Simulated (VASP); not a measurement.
Set up this calculation in VASP 6.6.1, as the native input.

```yaml
Task: relaxation of cell and atoms
Functional: PBE
Potentials_or_basis: VASP PAW PBE potentials, release 64 (Al, B, Sb)
Cutoff: 500 eV
k_mesh: 3 × 3 × 4
Occupations: gaussian, width 0.2 eV
Spin: no spin polarisation
Dipole_correction: no
Further_INCAR_settings: ALGO = Normal; EDIFF = 1e-07; IBRION = 2; EDIFFG = -0.08; NSW = 36; ISIF = 3
```

The structure of Al3BSb2 lies in POSCAR:

```
Al3BSb2
1.0
    5.9566818900      0.0000000000      0.0000000000
   -2.9783409400      5.1586378400      0.0000000000
    0.0000000000      0.0000000000      4.3301230200
Al B Sb
3 1 2
Direct
    0.3338896700      0.0000000000      0.0000000000
    0.0000000000      0.3338896700      0.0000000000
    0.6661103300      0.6661103300      0.0000000000
    0.0000000000      0.0000000000      0.0000000000
    0.3333333300      0.6666666700      0.0000000000
    0.6666666700      0.3333333300      0.0000000000
```

The cell was built from a structure type or drawn by symmetry, and may not be a known phase.

The input as run:

INCAR

```
ALGO = Normal
EDIFF = 1E-7
EDIFFG = -0.08
ENCUT = 500
GGA = PE
GGA_COMPAT = F
IBRION = 2
ISIF = 3
ISMEAR = 0
LASPH = T
LCHARG = F
LREAL = F
LWAVE = F
NELM = 120
NELMIN = 4
NSW = 36
PREC = Accurate
SIGMA = 0.2
```

KPOINTS

```
k-points
0
Gamma
  3 3 4
```

Potentials or basis: VASP PAW PBE potentials, release 64 (Al, B, Sb).

The run is started by

```sh
$ cat potpaw_PBE.64/Al/POTCAR potpaw_PBE.64/B/POTCAR potpaw_PBE.64/Sb/POTCAR > POTCAR
$ mpirun -np 1 vasp_std > vasp.out
```

It gave:

```json
{
  "Relaxed volume": "26.59 Å³/atom",
  "Relaxed cell": "a = 7.320 Å, b = 7.320 Å, c = 3.438 Å, α = 90.00°, β = 90.00°, γ = 120.00°",
  "Space group after relaxing (to 0.1 Å)": "P-62m (No. 189)",
  "Energy gained by relaxing": "3397.5 meV/atom",
  "Ionic steps": "23",
  "Pressure after relaxing": "-0.2 GPa",
  "Largest force after relaxing": "0.019 eV/Å",
  "Band gap on the k mesh": "zero (bands 11 and 12 overlap by 2.77 eV)"
}
```

Caveat: the k points lie up to 0.46 Å⁻¹ apart in the final cell, too coarse for converged energies and pressures of a metal; the volume moved by over 15 % at a fixed basis, so the end points are rough; spin-orbit coupling is left out, which moves the levels of the heavy elements.

Run time: 4.8 min on 1 thread of AMD EPYC 9R45 (Zen 5), on a shared host, peak memory 0.23 GiB.
